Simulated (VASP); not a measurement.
A run of VASP 6.6.1 is set up as follows.

Contents of INCAR:

```
PREC = Accurate ; ENCUT = 520
EDIFF = 1E-7 ; ISMEAR = 0
SIGMA = 0.15 ; LREAL = False
LASPH = True ; NELM = 150
ALGO = Normal ; ISIF = 2
LWAVE = False ; LCHARG = False
ISPIN = 2 ; MAGMOM = 1 0 0 0 0 0 0
LORBIT = 11 ; LMAXMIX = 4
GGA = PE ; NBANDS = 48
```

Contents of KPOINTS:

```
regular mesh
0
Gamma
  3 3 2
```

Contents of POSCAR:

```
CuGe3Sb2I
1.0
    5.2228582668      0.0000000000      0.0000000000
    0.0000000000      5.2228582668      0.0000000000
    0.0000000000      0.0000000000     10.4756275295
Cu Ge Sb I
1 3 2 1
Direct
    0.0000000000      0.0000000000      0.5000000000
    0.0000000000      0.5000000000      0.6234473166
    0.5000000000      0.0000000000      0.3765526834
    0.0000000000      0.0000000000      0.0000000000
    0.0000000000      0.0000000000      0.7504765045
    0.0000000000      0.0000000000      0.2495234955
    0.5000000000      0.5000000000      0.5000000000
```

Potentials or basis: VASP PAW PBE potentials, release 64 (Cu, Ge_d, Sb, I).

Launch:

```console
$ cat potpaw_PBE.64/Cu/POTCAR potpaw_PBE.64/Ge_d/POTCAR potpaw_PBE.64/Sb/POTCAR potpaw_PBE.64/I/POTCAR > POTCAR
$ mpirun -np 1 vasp_std > vasp.out
```

**Question.** What does it give for the pressure?

**Answer.** 0.0 GPa.

**Question.** Predict the band gap on the k mesh.

**Answer.** 0.09 eV (least direct gap 0.14 eV).

Forces in eV/Å, atoms in the order of the input:
```
Cu   0.000  0.000  0.000
Ge   0.000  0.000  0.006
Ge   0.000  0.000 -0.006
Ge   0.000  0.000  0.000
Sb   0.000  0.000 -0.026
Sb   0.000  0.000  0.026
I    0.000  0.000  0.000
```

Caveat: spin-orbit coupling is left out, which moves the levels of the heavy elements; an odd mesh through Γ misses points on the zone boundary, where band edges can lie.
